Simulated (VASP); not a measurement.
# Mo: single point with LDA

The system is Mo.

```
Mo
1.0
    -1.57318    1.57318    1.57318
     1.57318   -1.57318    1.57318
     1.57318    1.57318   -1.57318
Mo
1
Cartesian
  0.0000 0.0000 0.0000
```

| Quantity | Value |
| --- | --- |
| Program | VASP 6.6.1 |
| Task | single point |
| Functional | LDA |
| Potentials or basis | VASP PAW LDA potentials, release 64 (Mo_sv) |
| Cutoff | 520 eV |
| k mesh | 12 × 12 × 12 |
| Occupations | fermi-dirac, width 0.05 eV |
| Spin | no spin polarisation |
| Dipole correction | no |
| Further INCAR settings | ALGO = Normal; EDIFF = 1e-06; NBANDS = 13 |

The pressure is -8.2 GPa and the band gap on the k mesh is zero (band 7 reaches 16.56 eV, above the bottom of band 8 at 11.14 eV).

Levels at points of the mesh, in eV from the Fermi level:
```
           k point  band 3  band 4  band 5  band 6  band 7  band 8  band 9  band 10  band 11  band 12
(0.00, 0.00, 0.00)  -34.31  -34.31   -7.18   -1.33   -1.33   -1.33    1.69     1.69    14.89    14.89
(0.50, 0.00, 0.00)  -34.77  -34.33   -5.30   -3.38    1.73    1.75    2.35     4.86    11.74    12.03
(0.50, 0.50, 0.50)  -35.30  -35.30   -5.44   -5.44    4.09    4.09    4.09     9.14     9.14     9.14
```

It took 17 s on 1 thread of AMD EPYC 7R13 (shared host), peak memory 0.09 GiB.
